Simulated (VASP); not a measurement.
HfB2, 3 atoms in the cell. The structure is hexagonal, space group P6/mmm (No. 191). Conventional cell: a = 3.133 Å, b = 3.133 Å, c = 3.479 Å, α = 90.00°, β = 90.00°, γ = 120.00°. Hf (site symmetry 6/mmm) has 12 B at 2.51 Å and 6 Hf at 3.13 Å within 3.3 Å. B (site symmetry -6m2) has 3 B at 1.81 Å within 2.4 Å. 

```yaml
Program: VASP 6.6.1
Task: relaxation of the atoms
Functional: BLYP
Potentials_or_basis: VASP PAW PBE potentials, release 64 (Hf_pv, B)
Cutoff: 450 eV
k_mesh: 6 × 6 × 4
Occupations: gaussian, width 0.1 eV
Spin: no spin polarisation
Dipole_correction: no
Further_INCAR_settings: ALGO = Normal; EDIFF = 1e-07; IBRION = 2; EDIFFG = -0.02; NSW = 30
```

Potentials or basis: VASP PAW PBE potentials, release 64 (Hf_pv, B).

The run is started by

```console
$ cat potpaw_PBE.64/Hf_pv/POTCAR potpaw_PBE.64/B/POTCAR > POTCAR
$ mpirun -np 1 vasp_std > vasp.out
```

Hardware: 1 thread of Intel(R) Xeon(R) 6975P-C (Granite Rapids), on a shared host.

How long does it take, and how much memory?

It took 7.9 s on 1 thread of Intel(R) Xeon(R) 6975P-C (Granite Rapids), on a shared host, peak memory 0.14 GiB. Counts: scf iterations 13, k points 21, ion steps 1.
